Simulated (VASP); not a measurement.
# MoS2 in VASP: a series of runs

The runs below take MoS2 through electric field gradients, with PBE.

Program: VASP 6.6.1. These are calculated values, not measurements. Logs are shortened: lines on timing, memory, paths and dates and some standing lists are left out, and cuts for length are marked.

## (1) The cell of the first run

The typed cell holds 6 atoms: a = 3.161 Å, b = 3.147 Å, c = 12.295 Å, α = 89.79°, β = 89.43°, γ = 119.57°.

## (2) Electric field gradients, PBE (equal xy, yz and zx shear strains of +1 %)

INCAR reads:

```
  PREC = Accurate
  ENCUT = 520
  EDIFF = 1E-8
  ISMEAR = -1
  SIGMA = 0.03
  LREAL = False
  LASPH = True
  NELM = 80
  ALGO = Normal
  ISIF = 2
  LWAVE = False
  LCHARG = False
  GGA = PE
  LEFG = True
  NBANDS = 35
```

KPOINTS reads:

```
regular mesh
0
Gamma
  10 10 3
```

POSCAR reads:

```
MoS2
1.0
    3.1610016016      0.0158050080      0.0158050080
   -1.5668132624      2.7296051844      0.0057850344
    0.0614750000      0.0614750000     12.2950000000
Mo S
2 4
Direct
    0.3333333333      0.6666666667      0.2500000000
    0.6666666667      0.3333333333      0.7500000000
    0.3333333333      0.6666666667      0.6275000000
    0.6666666667      0.3333333333      0.1275000000
    0.3333333333      0.6666666667      0.8725000000
    0.6666666667      0.3333333333      0.3725000000
```

Potentials or basis: VASP PAW PBE potentials, release 64 (Mo_sv, S).

Run with:

```console
cat potpaw_PBE.64/Mo_sv/POTCAR potpaw_PBE.64/S/POTCAR > POTCAR
mpirun -np 1 vasp_std > vasp.out
```

OUTCAR:

```text
PREC = Accurate
   ENCUT = 520
   EDIFF = 1E-8
   ISMEAR = -1
   LREAL = False
   LASPH = True
   NELM = 80
   ISIF = 2
   GGA = PE

 ion  position               nearest neighbor table
   1  0.333  0.667  0.250-   4 2.35   4 2.36   6 2.36   6 2.36   6 2.38   4 2.39
   2  0.667  0.333  0.750-   5 2.35   5 2.36   3 2.36   3 2.36   3 2.38   5 2.39
   3  0.333  0.667  0.627-   2 2.36   2 2.36   2 2.38
   4  0.667  0.333  0.127-   1 2.35   1 2.36   1 2.39
   5  0.333  0.667  0.873-   2 2.35   2 2.36   2 2.39
   6  0.667  0.333  0.373-   1 2.36   1 2.36   1 2.38

  LATTYP: Found a triclinic cell.
 ALAT       =     5.4751522505
 B/A-ratio  =     0.5748386815
 C/A-ratio  =     2.2456557934
 COS(alpha) =     0.0036852528
 COS(beta)  =     0.0100244988
 COS(gamma) =     0.8647750968

  Lattice vectors:

 A1 = (   0.0273750768,   5.4750153768,   0.0273750768)
 A2 = (  -1.5668132624,   2.7296051844,   0.0057850344)
 A3 = (   0.0614750000,   0.0614750000,  12.2950000000)

Analysis of symmetry for initial positions (statically):
=====================================================================
 Subroutine PRICEL returns:
 Original cell was already a primitive cell.

 Routine SETGRP: Setting up the symmetry group for a
 triclinic supercell.

 Subroutine GETGRP returns: Found  2 space group operations
 (whereof  2 operations were pure point group operations)
 out of a pool of  2 trial point group operations.

The static configuration has the point symmetry S_2 .

Analysis of symmetry for dynamics (positions and initial velocities):
=====================================================================
 Subroutine PRICEL returns:
 Original cell was already a primitive cell.

 Routine SETGRP: Setting up the symmetry group for a
 triclinic supercell.

 Subroutine GETGRP returns: Found  2 space group operations
 (whereof  2 operations were pure point group operations)
 out of a pool of  2 trial point group operations.

The dynamic configuration has the point symmetry S_2 .

 Subroutine INISYM returns: Found  2 space group operations
 (whereof  2 operations are pure point group operations),
 and found     1 'primitive' translations

----------------------------------------------------------------------------------------

                                     Primitive cell

  volume of cell :     106.3840

  direct lattice vectors                    reciprocal lattice vectors
     3.161001602  0.015805008  0.015805008     0.315462422  0.181082990 -0.002482727
    -1.566813262  2.729605184  0.005785034    -0.001817482  0.365313953 -0.001817482
     0.061475000  0.061475000 12.295000000    -0.000404666 -0.000404666  0.081337922

  length of vectors
     3.161080626  3.147329301 12.295307371     0.363749575  0.365322995  0.081339935

  position of ions in fractional coordinates (direct lattice)
     0.333333333  0.666666667  0.250000000
     0.666666667  0.333333333  0.750000000
     0.333333333  0.666666667  0.627500000
     0.666666667  0.333333333  0.127500000
     0.333333333  0.666666667  0.872500000
     0.666666667  0.333333333  0.372500000

  ion indices of the primitive-cell ions
   primitive index   ion index
                 1           1
                 2           2
                 3           3
                 4           4
                 5           5
                 6           6

----------------------------------------------------------------------------------------

 KPOINTS: regular mesh

Automatic generation of k-mesh.
 Grid dimensions read from file:
 generate k-points for:   10   10    3

 Generating k-lattice:

  Cartesian coordinates                     Fractional coordinates (reciprocal lattice)
     0.031546242  0.018108299 -0.000248273     0.100000000  0.000000000  0.000000000
    -0.000181748  0.036531395 -0.000181748     0.000000000  0.100000000  0.000000000
    -0.000134889 -0.000134889  0.027112641    -0.000000000 -0.000000000  0.333333333

  Length of vectors
     0.036374957  0.036532299  0.027113312

  Shift w.r.t. Gamma in fractional coordinates (k-lattice)
     0.000000000  0.000000000  0.000000000

 Subroutine IBZKPT returns following result:
 ===========================================

 Found    152 irreducible k-points:

 Following reciprocal coordinates:
            Coordinates               Weight
  0.000000  0.000000  0.000000      1.000000
  0.100000  0.000000  0.000000      2.000000
  0.200000  0.000000  0.000000      2.000000
  0.300000  0.000000  0.000000      2.000000
  0.400000  0.000000  0.000000      2.000000
  0.500000  0.000000  0.000000      1.000000
[... 16 lines left out ...]
 -0.400000  0.200000  0.000000      2.000000
 -0.300000  0.200000 -0.000000      2.000000
 [... further k-points ...]
   k-points           NKPTS =    152   k-points in BZ     NKDIM =    152   number of bands    NBANDS=     35
   number of dos      NEDOS =    301   number of ions     NIONS =      6
   total plane-waves  NPLWV =  55296
   dimension x,y,z NGX =    24 NGY =   24 NGZ =   96
   dimension x,y,z NGXF=    48 NGYF=   48 NGZF=  192
   ions per type =               2   4
   NGX,Y,Z   is equivalent  to a cutoff of  12.62, 12.68, 12.98 a.u.
   NGXF,Y,Z  is equivalent  to a cutoff of  25.24, 25.35, 25.96 a.u.
 SYSTEM =  unknown system
   PREC   = accura    normal or accurate (medium, high low for compatibility)
   ISTART =      0    job   : 0-new  1-cont  2-samecut
   ICHARG =      2    charge: 1-file 2-atom 10-const
   ISPIN  =      1    spin polarized calculation?
   LNONCOLLINEAR =      F non collinear calculations
   LSORBIT =      F    spin-orbit coupling
   LASPH  =      T    aspherical Exc in radial PAW
   ENCUT  =  520.0 eV  38.22 Ry    6.18 a.u.   5.88  5.85 22.86*2*pi/ulx,y,z
   NELM   =     80;   NELMIN=  2; NELMDL= -5     # of ELM steps
   EDIFF  = 0.1E-07   stopping-criterion for ELM
   LREAL  =      F    real-space projection
   EDIFFG = 0.1E-06   stopping-criterion for IOM
   NSW    =      0    number of steps for IOM
   IBRION =     -1    ionic relax: 0-MD 1-quasi-New 2-CG
   NFREE  =      0    steps in history (QN), initial steepest desc. (CG)
   ISIF   =      2    stress and relaxation
   ISYM   =      2    0-nonsym 1-usesym 2-fastsym
   POTIM  = 0.5000    time-step for ionic-motion
   TEBEG  =    0.0;   TEEND  =   0.0 temperature during run
   PSTRESS=    0.0 pullay stress
   NELECT =      52.0000    total number of electrons
   NUPDOWN=      -1.0000    fix difference up-down
   EMIN   =  10.00;   EMAX   =-10.00  energy-range for DOS
   EFERMI =   0.00;   METHOD = LEGACY
   ISMEAR =    -1;   SIGMA  =   0.03  broadening in eV -4-tet -1-fermi 0-gaus
   EFERMI_NEDOS =   21; number of points for ismear=-14 and -15
   IALGO  =     38    algorithm
   IMIX   =      4    mixing-type and parameters
     AMIX     =   0.40;   BMIX     =  1.00
     AMIX_MAG =   1.60;   BMIX_MAG =  1.00
  volume/ion in A,a.u.               =      17.73       119.65
  Fermi-wavevector in a.u.,A,eV,Ry     =   1.289587  2.436966 22.626952  1.663034
  Thomas-Fermi vector in A             =   2.421470
   LORBIT       =      0    0 simple, 1 ext, 2 COOP (PROOUT), +10 PAW based schemes
   GGA     = PE    functional components
   LHFCALC =     F    Hartree Fock is set to
   AEXX    =    0.0000 exact exchange contribution
   IVDW    =     0    specifies the selected vdW correction
   LEPSILON=     F    determine dielectric tensor
   LRPA    =     F    only Hartree local field effects (RPA)
 non-spin polarized calculation
  energy-cutoff  :      520.00
  volume of cell :      106.38
 maximum number of plane-waves:      2886
   NGX = 11   NGY = 11   NGZ = 45

 number of electron      51.9999999 magnetization

 Free energy of the ion-electron system (eV)
  ---------------------------------------------------
  ext. energy  EPLUGINS =         0.00000000
  ---------------------------------------------------
  free energy    TOTEN  =       -43.45476322 eV

  energy without entropy =      -43.45476321  energy(sigma->0) =      -43.45476322

 E-fermi :   8.1316     XC(G=0): -10.7816

 val. band max:        7.7374247824   @ k =   0.0000   0.0000   0.0000
 cond. band min:       8.6032282766   @ k =   0.3000   0.3000   0.0000
 fundamental gap:      0.8658034942
 Fermi energy:         8.1315756296

 k-point     1 :       0.0000    0.0000    0.0000
  band No.  band energies     occupation
      1     -53.9093      2.00000
      2     -53.9093      2.00000
      3     -28.0839      2.00000
      4     -28.0838      2.00000
      5     -27.8762      2.00000
      6     -27.8762      2.00000
[... 27 lines left out ...]
     34      10.2499      0.00000
     35      13.1059      0.00000

 k-point     2 :       0.1000    0.0000    0.0000
  band No.  band energies     occupation
      1     -53.9054      2.00000
      2     -53.9054      2.00000
      3     -28.0760      2.00000
      4     -28.0759      2.00000
      5     -27.9156      2.00000
      6     -27.9156      2.00000
[... 27 lines left out ...]
     34      10.1202      0.00000
     35      13.7928      0.00000

 k-point     3 :       0.2000    0.0000    0.0000
  band No.  band energies     occupation
      1     -53.8951      2.00000
      2     -53.8951      2.00000
      3     -28.0553      2.00000
      4     -28.0552      2.00000
      5     -28.0192      2.00000
      6     -28.0192      2.00000
[... 27 lines left out ...]
     34      10.6972      0.00000
     35      15.0101      0.00000
[... 723 lines left out ...]
 k-point    23 :      -0.4000    0.2000    0.0000
  band No.  band energies     occupation
      1     -53.8755      2.00000
      2     -53.8755      2.00000
      3     -28.1655      2.00000
      4     -28.1655      2.00000
      5     -28.0156      2.00000
      6     -28.0155      2.00000
[... 27 lines left out ...]
     34      11.9313      0.00000
     35      15.3842      0.00000

 k-point    24 :      -0.3000    0.2000   -0.0000
  band No.  band energies     occupation
      1     -53.8858      2.00000
      2     -53.8858      2.00000
      3     -28.0875      2.00000
      4     -28.0875      2.00000
      5     -28.0365      2.00000
      6     -28.0365      2.00000
[... 27 lines left out ...]
     34      11.3231      0.00000
     35      15.5859      0.00000

 [... further k-points ...]

------------------------ aborting loop because EDIFF is reached ----------------------------------------

  FORCE on cell =-STRESS in cart. coord.  units (eV):
  Direction    XX          YY          ZZ          XY          YZ          ZX
  --------------------------------------------------------------------------------------
  -------------------------------------------------------------------------------------
  Total        4.3687236      4.3744600      8.7393049     -0.5885374     -1.0110841     -1.0111833
  in kB       65.7944127     65.8808053    131.6168039     -8.8635662    -15.2272585    -15.2287533
  external PRESSURE =      87.7640073 kB  Pullay stress =       0.0000000 kB

 VOLUME and BASIS-vectors are now :
 -----------------------------------------------------------------------------
  energy-cutoff  :      520.00
  volume of cell :      106.38
      direct lattice vectors                 reciprocal lattice vectors
     3.161001602  0.015805008  0.015805008     0.315462422  0.181082990 -0.002482727
    -1.566813262  2.729605184  0.005785034    -0.001817482  0.365313953 -0.001817482
     0.061475000  0.061475000 12.295000000    -0.000404666 -0.000404666  0.081337922

 POSITION                                       TOTAL-FORCE (eV/Angst)
 -----------------------------------------------------------------------------------
      0.02449      1.84037      3.08288        -0.082291      0.001557      0.008036
      1.63117      0.96651      9.23372         0.082291     -0.001557     -0.008036
      0.04770      1.86358      7.72424         0.119868      0.162240     -1.199009
      1.59290      0.92824      1.58008         0.203108      0.160648     -1.207255
      0.06276      1.87864     10.73651        -0.203108     -0.160648      1.207255
      1.60796      0.94330      4.59235        -0.119868     -0.162240      1.199009
 -----------------------------------------------------------------------------------
    total drift:                                0.000000     -0.000000     -0.000000

  FREE ENERGIE OF THE ION-ELECTRON SYSTEM (eV)
  ---------------------------------------------------
  free  energy   TOTEN  =       -43.4547632230 eV

  energy  without entropy=      -43.4547632101  energy(sigma->0) =      -43.45476322

 Electric field gradients (V/A^2)
---------------------------------------------------------------------
 ion       V_xx      V_yy      V_zz      V_xy      V_xz      V_yz
---------------------------------------------------------------------
   1      46.734    46.626   -93.360     5.187     8.867     8.867
   2      46.734    46.626   -93.360     5.187     8.867     8.867
   3      29.864    32.014   -61.878    -0.860     1.539     2.247
   4      32.009    29.917   -61.926     1.261     2.942     2.234
   5      32.009    29.917   -61.926     1.261     2.942     2.234
   6      29.864    32.014   -61.878    -0.860     1.539     2.247
---------------------------------------------------------------------

 Electric field gradients after diagonalization (V/A^2)
 (convention: |V_zz| > |V_xx| > |V_yy|)
----------------------------------------------------------------------
 ion       V_xx      V_yy      V_zz     asymmetry (V_yy - V_xx)/ V_zz
----------------------------------------------------------------------
   1      52.942    41.492   -94.435       0.121
   2      52.942    41.492   -94.435       0.121
   3      32.343    29.615   -61.958       0.044
   4      32.739    29.331   -62.070       0.055
   5      32.739    29.331   -62.070       0.055
   6      32.343    29.615   -61.958       0.044
----------------------------------------------------------------------

           NMR quadrupolar parameters

 Cq : quadrupolar parameter    Cq=e*Q*V_zz/h
 eta: asymmetry parameters     (V_yy - V_xx)/ V_zz
 Q  : nuclear electric quadrupole moment in mb (millibarn)
----------------------------------------------------------------------
 ion       Cq(MHz)       eta       Q (mb)
----------------------------------------------------------------------
   1      -0.228       0.121       1.000
   2      -0.228       0.121       1.000
   3      -0.150       0.044       1.000
   4      -0.150       0.055       1.000
   5      -0.150       0.055       1.000
   6      -0.150       0.044       1.000
----------------------------------------------------------------------
```

Wall time 6.4 min (1 thread of AMD EPYC 9R45 (Zen 5), shared host); peak memory 0.5 GiB.

Results:

- Free energy: -43.4548 eV
- Pressure: 8.8 GPa
- Largest force: 1.235 eV/Å
- Band gap on the k mesh: 0.87 eV (least direct gap 1.85 eV)
- Largest electric field gradient by atom: Mo -94.4; S -62.0, -62.1 (each value once) V/Å²

Forces in eV/Å, atoms in the order of the input:
```
Mo  -0.082  0.002  0.008
Mo   0.082 -0.002 -0.008
S    0.120  0.162 -1.199
S    0.203  0.161 -1.207
S   -0.203 -0.161  1.207
S   -0.120 -0.162  1.199
```

Electric field gradients, principal values (V/Å²):
```csv
atom,least,middle,greatest (by size)
1 Mo,41.492,52.942,-94.435
2 Mo,41.492,52.942,-94.435
3 S,29.615,32.343,-61.958
4 S,29.331,32.739,-62.070
5 S,29.331,32.739,-62.070
6 S,29.615,32.343,-61.958
```

Caveat: the cell differs from its parent crystal (equal xy, yz and zx shear strains of +1 %); the cell stands under pressure; without QUAD_EFG the Cq values of the log hold for a quadrupole moment of 1 mb, not for the nuclei; an odd mesh through Γ misses points on the zone boundary, where band edges can lie; forces of over 1 eV/Å act on the atoms, so gaps and moduli don't describe the material at rest.

(Continued in part 2 of 3.)
